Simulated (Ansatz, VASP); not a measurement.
# SrO: VASP beside Ansatz

```
CELL_PARAMETERS angstrom
3.94266 0.00000 0.00000
-1.97133 3.41444 0.00000
0.00000 0.00000 7.21296
ATOMIC_POSITIONS crystal
Sr 0.00000 0.00000 0.80540
Sr 0.00000 0.00000 0.19460
O 0.33333 0.66667 0.00000
O 0.66667 0.33333 0.00000
```

Alike in both runs: functional PBE; k mesh 12 × 12 × 6; occupations gaussian, width 0.1 eV; no spin polarisation.

Ansatz relaxed the structure, and its values are those at the end. VASP's run is a single point on that final structure, the one shown.

|  | VASP | Ansatz |
| --- | --- | --- |
| version | VASP 6.6.1 | Ansatz 0.2.0 |
| potentials or method | VASP PAW PBE potentials, release 64 (Sr_sv, O_h), cutoff 1340 eV | scalar-relativistic, plane waves, PAW |
| valence electrons in the cell | 32 | 32 |

|  | VASP | Ansatz | Ansatz less VASP |
| --- | --- | --- | --- |
| gap on the k mesh at the Fermi level (eV) | none | none | - |
| pressure (GPa) | 0.2 | 0.0 | -0.23 |
| rms of the force components (eV/Å) | 0.038 | 0.001 | -0.0375 |

A gap of «none» marks a metal or a gap that the smearing closes. The functional is the same, so the differences come from potentials, cutoffs and numerics.
